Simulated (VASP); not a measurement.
**SbC30 (a cell with a defect): single point with PBE**

The system is SbC30 (a cell with a defect).

```
C Sb
1.0
    -3.57162    3.57162    3.57162
     3.57162   -3.57162    3.57162
     3.57162    3.57162   -3.57162
C Sb
30 1
Direct
  0.00444 0.00541 0.00550
  0.00444 0.25506 0.75585
  0.00134 0.50336 0.50875
  0.00134 0.75831 0.25380
  0.25618 0.00660 0.75704
  0.25275 0.25196 0.50875
  0.25274 0.75831 0.00241
  0.50075 0.02943 0.50181
  0.50769 0.25196 0.25381
  0.50769 0.50336 0.00240
  0.50074 0.75137 0.77986
  0.75598 0.00660 0.25724
  0.75479 0.25506 0.00550
  0.75598 0.50681 0.75704
  0.77881 0.75137 0.50180
  0.00421 0.00519 0.75563
  0.00302 0.25364 0.50387
  0.98021 0.50888 0.25932
  0.00302 0.75344 0.00408
  0.25131 0.00829 0.50732
  0.25827 0.23084 0.25932
  0.25826 0.50888 0.98127
  0.25131 0.75688 0.75873
  0.50627 0.00829 0.25238
  0.50281 0.25364 0.00408
  0.50626 0.50194 0.75873
  0.75457 0.00519 0.00527
  0.75456 0.25484 0.75563
  0.75767 0.50194 0.50732
  0.75767 0.75688 0.25237
  0.37950 0.63013 0.38057
```

```
Program                : VASP 6.6.1
Task                   : single point
Functional             : PBE
Potentials or basis    : VASP PAW PBE potentials, release 64 (C, Sb)
Cutoff                 : 520 eV
k mesh                 : 1 × 1 × 1
Occupations            : fermi-dirac, width 0.01 eV
Spin                   : collinear spin
Fixed moment           : 2 μB
Dipole correction      : no
Charge                 : 1
Further INCAR settings : LREAL = Auto; ALGO = Normal; EDIFF = 1e-06; NBANDS = 88; NELECT = 124.0
```

```
Largest force                                         : 0.777 eV/Å
Net moment                                            : 2.00 μB per cell
Site moments                                          : C +0.01, +0.03, +0.14 (each value once); Sb +0.04 μB
Valence electrons inside the program's atomic spheres : C 2.56, 2.60, 2.58, 2.61 (each value once); Sb 2.75
```

Forces on the atoms (eV/Å):
```
C    0.167 -0.008  0.167
C    0.167  0.166 -0.008
C   -0.275  0.333  0.643
C   -0.275  0.640  0.336
C   -0.050  0.157  0.153
C    0.331 -0.275  0.640
C    0.331  0.638 -0.272
C   -0.173 -0.100 -0.175
C    0.636 -0.269  0.337
C    0.635  0.337 -0.265
C   -0.176 -0.175 -0.098
C    0.157  0.156 -0.058
C   -0.008  0.166  0.165
C    0.159 -0.053  0.154
C   -0.097 -0.173 -0.172
C    0.014 -0.163 -0.158
C   -0.152 -0.154  0.054
C    0.098  0.172  0.169
C   -0.151  0.055 -0.155
C   -0.644  0.270 -0.334
C    0.173  0.097  0.169
C    0.171  0.173  0.099
C   -0.644 -0.334  0.270
C   -0.334  0.273 -0.645
C    0.056 -0.154 -0.153
C   -0.334 -0.641  0.271
C   -0.158 -0.163  0.012
C   -0.163  0.013 -0.160
C    0.273 -0.644 -0.337
C    0.273 -0.335 -0.643
Sb  -0.008 -0.005 -0.004
```

Wall time 40 s on 1 thread of Intel(R) Xeon(R) 6975P-C (Granite Rapids), on a shared host, peak memory 0.39 GiB.

Caveat: the k points lie up to 1.24 Å⁻¹ apart, too coarse for converged energies, forces and pressures; the cell carries a net charge on a neutralising background, which shifts energy and pressure; the total moment is fixed, so each spin has its own Fermi level and the state may be an excited one.
